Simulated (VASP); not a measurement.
# NbSb (P4/nmm) in VASP: a series of runs, part 2 of 2

VASP 6.6.1.

## (3) Single point, PBE

This run uses another cell than the first one: it holds 8 atoms, not 4.

INCAR reads:

```
SYSTEM = NbSb
PREC     = Accurate       ! precision mode
ENCUT    = 520            ! plane-wave cutoff, eV
EDIFF    = 1E-7           ! SCF threshold, eV
ISMEAR   = 0              ! smearing method
SIGMA    = 0.2            ! smearing width, eV
LREAL    = .FALSE.        ! projectors in reciprocal space
LASPH    = .TRUE.         ! aspherical terms in the spheres
NELM     = 60             ! most SCF steps
ALGO     = Normal         ! electronic algorithm
ISIF     = 2              ! what is computed and relaxed
LWAVE    = .FALSE.        ! write WAVECAR
LCHARG   = .FALSE.        ! write CHGCAR
GGA      = PE             ! functional
NBANDS   = 46             ! bands
```

KPOINTS reads:

```
Automatic mesh
0
G
  6 4 4
  0 0 0
```

POSCAR reads:

```
NbSb
1.0
   -3.5910358000      0.0000000000      0.0000000000
    0.0000000000      0.0000000000     -6.5124536000
    0.0000000000     -7.1820716000      0.0000000000
Nb Sb
4 4
Direct
    0.5000000000      0.1301230000      0.0000000000
    0.5000000000      0.1301230000      0.5000000000
    0.0000000000      0.8698770000      0.7500000000
    0.0000000000      0.8698770000      0.2500000000
    0.5000000000      0.6706930000      0.0000000000
    0.5000000000      0.6706930000      0.5000000000
    0.0000000000      0.3293070000      0.7500000000
    0.0000000000      0.3293070000      0.2500000000
```

Potentials or basis: VASP PAW PBE potentials, release 64 (Nb_sv, Sb).

Started as:

```sh
> cat potpaw_PBE.64/Nb_sv/POTCAR potpaw_PBE.64/Sb/POTCAR > POTCAR
> mpirun -np 1 vasp_std > vasp.out
```

OUTCAR:

```text
SYSTEM = NbSb
   PREC = Accurate
   ENCUT = 520
   EDIFF = 1E-7
   ISMEAR = 0
   LREAL = .FALSE.
   LASPH = .TRUE.
   NELM = 60
   ISIF = 2
   GGA = PE

 ion  position               nearest neighbor table
   1  0.500  0.130  0.000-   7 2.85   8 2.85   7 2.85   8 2.85   5 2.99
   2  0.500  0.130  0.500-   7 2.85   8 2.85   7 2.85   8 2.85   6 2.99
   3  0.000  0.870  0.750-   5 2.85   6 2.85   5 2.85   6 2.85   7 2.99
   4  0.000  0.870  0.250-   5 2.85   6 2.85   5 2.85   6 2.85   8 2.99
   5  0.500  0.671  0.000-   3 2.85   4 2.85   3 2.85   4 2.85   1 2.99   7 3.38   8 3.38   7 3.38
                             8 3.38   6 3.59   6 3.59
   6  0.500  0.671  0.500-   3 2.85   4 2.85   3 2.85   4 2.85   2 2.99   7 3.38   8 3.38   7 3.38
                             8 3.38   5 3.59   5 3.59
   7  0.000  0.329  0.750-   1 2.85   2 2.85   1 2.85   2 2.85   3 2.99   5 3.38   6 3.38   5 3.38
                             6 3.38   8 3.59   8 3.59
   8  0.000  0.329  0.250-   1 2.85   2 2.85   1 2.85   2 2.85   4 2.99   5 3.38   6 3.38   5 3.38
                             6 3.38   7 3.59   7 3.59

  LATTYP: Found a simple orthorhombic cell.
 ALAT       =     3.5910358000
 B/A-ratio  =     1.8135306810
 C/A-ratio  =     2.0000000000
[... 219 lines left out ...]
      1     -44.4456      2.00000
      2     -44.3910      2.00000
      3     -44.3910      2.00000
      4     -44.3495      2.00000
      5     -20.6972      2.00000
      6     -20.6972      2.00000
[... 1165 lines left out ...]
     45      13.0629      0.00000
     46      13.0649      0.00000

 [... further k-points ...]

------------------------ aborting loop because EDIFF is reached ----------------------------------------

  FORCE on cell =-STRESS in cart. coord.  units (eV):
  Direction    XX          YY          ZZ          XY          YZ          ZX
  --------------------------------------------------------------------------------------
  -------------------------------------------------------------------------------------
  Total       -0.5146595     -0.2290201      0.2027664      0.0000000      0.0000000      0.0000000
  in kB       -4.9092646     -2.1845906      1.9341601      0.0000000      0.0000000      0.0000000
  external PRESSURE =      -1.7198984 kB  Pullay stress =       0.0000000 kB

 VOLUME and BASIS-vectors are now :
 -----------------------------------------------------------------------------
  energy-cutoff  :      520.00
  volume of cell :      167.96
      direct lattice vectors                 reciprocal lattice vectors
    -3.591035800  0.000000000  0.000000000    -0.278471187  0.000000000  0.000000000
     0.000000000  0.000000000 -6.512453600     0.000000000  0.000000000 -0.153551958
     0.000000000 -7.182071600  0.000000000     0.000000000 -0.139235593  0.000000000

 POSITION                                       TOTAL-FORCE (eV/Angst)
 -----------------------------------------------------------------------------------
     -1.79552      0.00000     -0.84742        -0.000000     -0.000000     -0.056381
     -1.79552     -3.59104     -0.84742         0.000000     -0.000000     -0.056381
      0.00000     -5.38655     -5.66503         0.000000      0.000000      0.056381
      0.00000     -1.79552     -5.66503         0.000000      0.000000      0.056381
     -1.79552      0.00000     -4.36786         0.000000      0.000000      0.003820
     -1.79552     -3.59104     -4.36786         0.000000      0.000000      0.003820
      0.00000     -5.38655     -2.14460        -0.000000     -0.000000     -0.003820
      0.00000     -1.79552     -2.14460        -0.000000     -0.000000     -0.003820
 -----------------------------------------------------------------------------------
    total drift:                               -0.000000     -0.000000     -0.000000

  FREE ENERGIE OF THE ION-ELECTRON SYSTEM (eV)
  ---------------------------------------------------
  free  energy   TOTEN  =       -59.1456744416 eV

  energy  without entropy=      -59.0788432100  energy(sigma->0) =      -59.11225883
```

OSZICAR:

```text
N       E                     dE             d eps       ncg     rms          rms(c)
DAV:   1     0.798831484428E+03    0.79883E+03   -0.34797E+04  3360   0.149E+03
DAV:   2     0.914669702363E+01   -0.78968E+03   -0.77261E+03  4354   0.540E+02
DAV:   3    -0.539115646742E+02   -0.63058E+02   -0.61772E+02  4856   0.123E+02
DAV:   4    -0.613235943126E+02   -0.74120E+01   -0.73537E+01  5904   0.402E+01
DAV:   5    -0.616135802912E+02   -0.28999E+00   -0.28918E+00  5210   0.676E+00    0.140E+01
DAV:   6    -0.594453286516E+02    0.21683E+01   -0.78082E+00  5048   0.147E+01    0.490E+00
DAV:   7    -0.591552982157E+02    0.29003E+00   -0.13129E+00  4580   0.467E+00    0.294E+00
DAV:   8    -0.591443225493E+02    0.10976E-01   -0.25976E-01  5056   0.279E+00    0.119E+00
DAV:   9    -0.591467935967E+02   -0.24710E-02   -0.64508E-02  5090   0.130E+00    0.471E-01
DAV:  10    -0.591455828177E+02    0.12108E-02   -0.24646E-02  4332   0.757E-01    0.121E-01
DAV:  11    -0.591456792570E+02   -0.96439E-04   -0.29623E-03  5480   0.246E-01    0.608E-02
DAV:  12    -0.591456827890E+02   -0.35320E-05   -0.20998E-04  5356   0.978E-02    0.142E-02
DAV:  13    -0.591456754347E+02    0.73543E-05   -0.20461E-05  5112   0.297E-02    0.972E-03
DAV:  14    -0.591456750480E+02    0.38673E-06   -0.17454E-06  5116   0.979E-03    0.281E-03
DAV:  15    -0.591456744371E+02    0.61093E-06   -0.41341E-07  3752   0.405E-03    0.138E-03
DAV:  16    -0.591456744416E+02   -0.45084E-08   -0.88833E-08  2952   0.205E-03
   1 F= -.59145674E+02 E0= -.59112259E+02  d E =-.668312E-01
```

It took 9.4 min on 1 thread of Intel Xeon 8259CL, shared host; peak memory 0.39 GiB.

Results:

```yaml
Free_energy: -59.1457 eV
Pressure: -0.2 GPa
Largest_force: 0.056 eV/Å
Band_gap_on_the_k_mesh: zero (bands 36 and 37 overlap by 0.26 eV)
```

Forces on the atoms (eV/Å):
```
Nb   0.000  0.000 -0.056
Nb   0.000  0.000 -0.056
Nb   0.000  0.000  0.056
Nb   0.000  0.000  0.056
Sb   0.000  0.000  0.004
Sb   0.000  0.000  0.004
Sb   0.000  0.000 -0.004
Sb   0.000  0.000 -0.004
```

Caveat: spin-orbit coupling is left out, which moves the levels of the heavy elements.

## (4) Single point, PBE, collinear spin

INCAR reads:

```
PREC = Accurate ; ENCUT = 520
EDIFF = 1E-7 ; ISMEAR = 0
SIGMA = 0.1 ; LREAL = F
LASPH = T ; NELM = 150
ALGO = Normal ; ISIF = 2
LWAVE = F ; LCHARG = F
ISPIN = 2 ; MAGMOM = 1 1 0 0
LORBIT = 11 ; LMAXMIX = 4
GGA = PE ; NBANDS = 30
```

KPOINTS reads:

```
regular mesh
0
Gamma
  6 6 4
```

POSCAR reads:

```
NbSb
1.0
    3.5910358000      0.0000000000      0.0000000000
    0.0000000000      3.5910358000      0.0000000000
    0.0000000000      0.0000000000      6.5124536000
Nb Sb
2 2
Direct
    0.5000000000      0.0000000000      0.8698770000
    0.0000000000      0.5000000000      0.1301230000
    0.5000000000      0.0000000000      0.3293070000
    0.0000000000      0.5000000000      0.6706930000
```

Potentials or basis: VASP PAW PBE potentials, release 64 (Nb_sv, Sb).

Started as:

```sh
> cat potpaw_PBE.64/Nb_sv/POTCAR potpaw_PBE.64/Sb/POTCAR > POTCAR
> mpirun -np 1 vasp_std > vasp.out
```

OUTCAR:

```text
PREC = Accurate
   ENCUT = 520
   EDIFF = 1E-7
   ISMEAR = 0
   LREAL = F
   LASPH = T
   NELM = 150
   ISIF = 2
   ISPIN = 2
   LORBIT = 11
   GGA = PE

 ion  position               nearest neighbor table
   1  0.500  0.000  0.870-   4 2.85   4 2.85   4 2.85   4 2.85   3 2.99
   2  0.000  0.500  0.130-   3 2.85   3 2.85   3 2.85   3 2.85   4 2.99
   3  0.500  0.000  0.329-   2 2.85   2 2.85   2 2.85   2 2.85   1 2.99   4 3.38   4 3.38   4 3.38
                             4 3.38
   4  0.000  0.500  0.671-   1 2.85   1 2.85   1 2.85   1 2.85   2 2.99   3 3.38   3 3.38   3 3.38
[... 1824 lines left out ...]
     3.591035800  0.000000000  0.000000000     0.278471187  0.000000000  0.000000000
     0.000000000  3.591035800  0.000000000     0.000000000  0.278471187  0.000000000
     0.000000000  0.000000000  6.512453600     0.000000000  0.000000000  0.153551958

 POSITION                                       TOTAL-FORCE (eV/Angst)
 -----------------------------------------------------------------------------------
      1.79552      0.00000      5.66503         0.000000      0.000000     -0.027493
      0.00000      1.79552      0.84742        -0.000000      0.000000      0.027493
      1.79552      0.00000      2.14460         0.000000      0.000000     -0.058906
      0.00000      1.79552      4.36786         0.000000     -0.000000      0.058906
 -----------------------------------------------------------------------------------
    total drift:                                0.000000      0.000000      0.000000

  FREE ENERGIE OF THE ION-ELECTRON SYSTEM (eV)
  ---------------------------------------------------
  free  energy   TOTEN  =       -29.5406640000 eV

  energy  without entropy=      -29.5304004734  energy(sigma->0) =      -29.53553224

 total charge

# of ion       s       p       d       tot
------------------------------------------
    1        2.156   5.992   2.467  10.615
    2        2.156   5.992   2.467  10.615
    3        1.145   1.277   0.065   2.488
    4        1.145   1.277   0.065   2.488
--------------------------------------------------
tot          6.603  14.539   5.063  26.205

 magnetization (x)

# of ion       s       p       d       tot
------------------------------------------
    1        0.000   0.000   0.000   0.000
    2        0.000   0.000   0.000   0.000
    3       -0.000  -0.000  -0.000  -0.000
    4       -0.000  -0.000  -0.000  -0.000
--------------------------------------------------
tot          0.000  -0.000   0.000   0.000
```

OSZICAR:

```text
N       E                     dE             d eps       ncg     rms          rms(c)
DAV:   1     0.351548376259E+03    0.35155E+03   -0.17253E+04  3600   0.114E+03
DAV:   2    -0.159712558502E+01   -0.35315E+03   -0.34172E+03  4822   0.416E+02
DAV:   3    -0.279989040520E+02   -0.26402E+02   -0.25805E+02  5926   0.877E+01
DAV:   4    -0.304687170195E+02   -0.24698E+01   -0.24332E+01  5712   0.225E+01
DAV:   5    -0.305326248785E+02   -0.63908E-01   -0.63889E-01  5334   0.341E+00    0.112E+01
DAV:   6    -0.296087051394E+02    0.92392E+00   -0.27457E+00  5282   0.112E+01    0.393E+00
DAV:   7    -0.295494153218E+02    0.59290E-01   -0.52937E-01  5236   0.406E+00    0.259E+00
DAV:   8    -0.295402924585E+02    0.91229E-02   -0.97641E-02  5216   0.194E+00    0.113E+00
DAV:   9    -0.295403540899E+02   -0.61631E-04   -0.10781E-02  6318   0.717E-01    0.598E-01
DAV:  10    -0.295405669859E+02   -0.21290E-03   -0.30547E-03  4610   0.448E-01    0.107E-01
DAV:  11    -0.295406614438E+02   -0.94458E-04   -0.48389E-04  5108   0.178E-01    0.488E-02
DAV:  12    -0.295406647515E+02   -0.33078E-05   -0.62242E-05  5190   0.682E-02    0.218E-02
DAV:  13    -0.295406645424E+02    0.20915E-06   -0.67885E-06  5536   0.197E-02    0.856E-03
DAV:  14    -0.295406645944E+02   -0.52023E-07   -0.15770E-06  5314   0.108E-02    0.357E-03
DAV:  15    -0.295406641882E+02    0.40625E-06   -0.33817E-07  3960   0.516E-03    0.980E-04
DAV:  16    -0.295406640301E+02    0.15805E-06   -0.41279E-08  2574   0.192E-03    0.630E-04
DAV:  17    -0.295406640000E+02    0.30127E-07   -0.14354E-08  2568   0.100E-03
   1 F= -.29540664E+02 E0= -.29535532E+02  d E =-.102635E-01  mag=     0.0000
```

It took 4.6 min on 1 thread of Intel Xeon 8259CL, shared host; peak memory 0.28 GiB.

What came out:

| Quantity | Value |
| --- | --- |
| Free energy | -29.5407 eV |
| Pressure | -0.2 GPa |
| Largest force | 0.059 eV/Å |
| Band gap on the k mesh | zero (filled and empty bands overlap) |
| Net moment | 0.00 μB per cell |
| Valence electrons inside the program's atomic spheres | Nb 10.62; Sb 2.49 |

Forces on the atoms (eV/Å):
```
Nb   0.000  0.000 -0.027
Nb   0.000  0.000  0.027
Sb   0.000  0.000 -0.059
Sb   0.000  0.000  0.059
```

Caveat: spin-orbit coupling is left out, which moves the levels of the heavy elements.

## (5) Overview

| spin | cell | k mesh | smearing | gap on the mesh (eV) | pressure (GPa) | largest force (eV/Å) |
| --- | --- | --- | --- | --- | --- | --- |
| off | a = 3.591, b = 3.591, c = 6.512 Å, 4 atoms, atomic positions A | 6 × 6 × 4 | gaussian 0.1 eV | none | -0.2 | 0.06 |
| off | a = 3.591, b = 6.512, c = 7.182 Å, 8 atoms, atomic positions B | 6 × 4 × 4 | gaussian 0.2 eV | none | -0.2 | 0.06 |
| collinear | a = 3.591, b = 3.591, c = 6.512 Å, 4 atoms, atomic positions A | 6 × 6 × 4 | gaussian 0.1 eV | none | -0.2 | 0.06 |

Alike in all rows: task single point; level PBE; potentials or basis VASP PAW PBE potentials, release 64 (Nb_sv, Sb); cutoff (eV) 520.

Caveats: spin-orbit coupling is left out, which moves the levels of the heavy elements.

Total energies depend on the potentials used, so only differences within one code and one set of settings carry meaning.
